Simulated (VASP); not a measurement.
Crystal: Hg.

```
CELL_PARAMETERS angstrom
1.72900 0.99824 2.22800
-1.72900 0.99824 2.22800
0.00000 -1.99648 2.22800
ATOMIC_POSITIONS crystal
Hg 0.00000 0.00000 0.00000
```

- Program: VASP 6.6.1
- Task: relaxation of cell and atoms
- Functional: RPBE
- Potentials or basis: VASP PAW PBE potentials, release 64 (Hg)
- Cutoff: 600 eV
- k mesh: 11 × 11 × 11
- Occupations: fermi-dirac, width 0.1 eV
- Spin: no spin polarisation

At the start: pressure 9.6 GPa; volume 23.07 Å³/atom.

Q: How do energy, volume and symmetry change on relaxing?

A: Over 14 steps the energy falls by 361.2 meV/atom and the volume is 87.67 Å³/atom (+280.0 %); space group R-3m (No. 166, to 0.1 Å) before and after.

Step by step:
```tsv
step	energy change (eV)	largest force (eV/Å)	pressure (GPa)	volume (Å³)
1	0.0000	0.0000	9.65	23.07
2	-0.1587	0.0000	2.53	28.03
3	-0.1923	0.0000	1.98	30.52
4	-0.2550	0.0000	1.63	35.93
5	-0.3319	0.0000	0.44	48.60
6	-0.3590	0.0000	0.06	82.18
7	-0.3469	0.0000	-0.53	93.92
8	-0.3596	0.0000	0.04	83.89
9	-0.3593	0.0000	-0.08	86.98
10	-0.3605	0.0000	0.02	85.68
11	-0.3606	0.0000	0.04	85.27
12	-0.3609	0.0000	0.03	85.85
13	-0.3611	0.0000	0.02	86.45
14	-0.3612	0.0000	-0.01	87.67
```

Final structure:
```yaml
crystal:
  lattice:
    - [2.68464, 1.54998, 3.51141]
    - [-2.68464, 1.54998, 3.51141]
    - [0.00000, -3.09996, 3.51141]
  atoms:
    - { symbol: Hg, position: [0.00000, 0.00000, 0.00000] }
```

Caveat: the volume moved by over 15 % at a fixed basis, so the end points are rough; the PAW data sets were made with another functional, which shifts forces and pressure a little.
